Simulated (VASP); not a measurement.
The system is C.

```
C
1.0
     0.00000    1.76587    1.76587
     1.76587    0.00000    1.76587
     1.76587    1.76587    0.00000
C
2
Direct
  0.00000 0.00000 0.00000
  0.25000 0.25000 0.25000
```

Base run:

| Item | Value |
| --- | --- |
| Program | VASP 6.6.1 |
| Functional | LDA |
| Potentials or basis | VASP PAW LDA potentials, release 64 (C) |
| Cutoff | 520 eV |
| k mesh | 12 × 12 × 12 |
| Occupations | gaussian, width 0.02 eV |
| Spin | no spin polarisation |

Its results: band gap on the k mesh 4.20 eV, indirect (least direct gap 5.63 eV); pressure 1.6 GPa.

**Question.** The run is repeated on the same cell with these changes: potentials or basis from VASP PAW LDA potentials, release 64 (C) to VASP PAW LDA potentials, release 64 (C_h); cutoff from 520 eV to 910 eV; further incar settings from ALGO = Normal; EDIFF = 1e-07; NBANDS = 11 to ALGO = Normal; EDIFF = 1e-06; NBANDS = 11. What comes out?

**Answer.** Band gap on the k mesh 4.20 eV, indirect (least direct gap 5.63 eV); pressure 0.7 GPa.

Caveats: the cutoff is under 1.25 times the usual one of these potentials, so pressure, stress and relaxed cells hold a basis-set (Pulay) error (some runs).

A k mesh can miss the band edges.
